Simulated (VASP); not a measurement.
Set up this calculation in VASP 6.6.1, as the native input.

* Task: single point
* Functional: PBEsol
* Potentials or basis: VASP PAW PBE potentials, release 64 (Ru_pv)
* Cutoff: 520 eV
* k mesh: 21 × 21 × 12
* Occupations: gaussian, width 0.15 eV
* Spin: no spin polarisation
* Dipole correction: no
* Further INCAR settings: ALGO = Fast; EDIFF = 1e-06; NBANDS = 21

The structure of Ru lies in POSCAR:

```
Ru
1.0
    2.6468390635      0.0000000000      0.0000000000
   -1.3234195317      2.2922298687      0.0000000000
    0.0000000000      0.0000000000      4.3209647712
Ru
2
Direct
    0.3333333333      0.6666666667      0.2500000000
    0.6666666667      0.3333333333      0.7500000000
```

This cell differs from its parent crystal: volume 13.108 Å^3 an atom, c/a of the conventional cell 1.6325.

These files were run (other wordings do the same):

INCAR

```
SYSTEM = Ru
  PREC = Accurate
  ENCUT = 520
  EDIFF = 1E-6
  ISMEAR = 0
  SIGMA = 0.15
  LREAL = .False.
  LASPH = .True.
  NELM = 100
  ALGO = Fast
  ISIF = 2
  LWAVE = .False.
  LCHARG = .False.
  GGA = PS
  NBANDS = 21
```

KPOINTS

```
regular mesh
0
Gamma
  21 21 12
  0 0 0
```

Potentials or basis: VASP PAW PBE potentials, release 64 (Ru_pv).

Launch:

```bash
$ cat potpaw_PBE.64/Ru_pv/POTCAR > POTCAR
$ mpirun -np 1 vasp_std > vasp.out
```

It gave:

The pressure is 5.8 GPa and the band gap on the k mesh is zero (band 14 reaches 15.08 eV, above the bottom of band 15 at 11.79 eV).

Caveat: the PAW data sets were made with another functional, which shifts forces and pressure a little.

Wall time 72 s on 1 thread of Intel(R) Xeon(R) Platinum 8559C (Emerald Rapids), with other jobs on the host, peak memory 0.25 GiB.
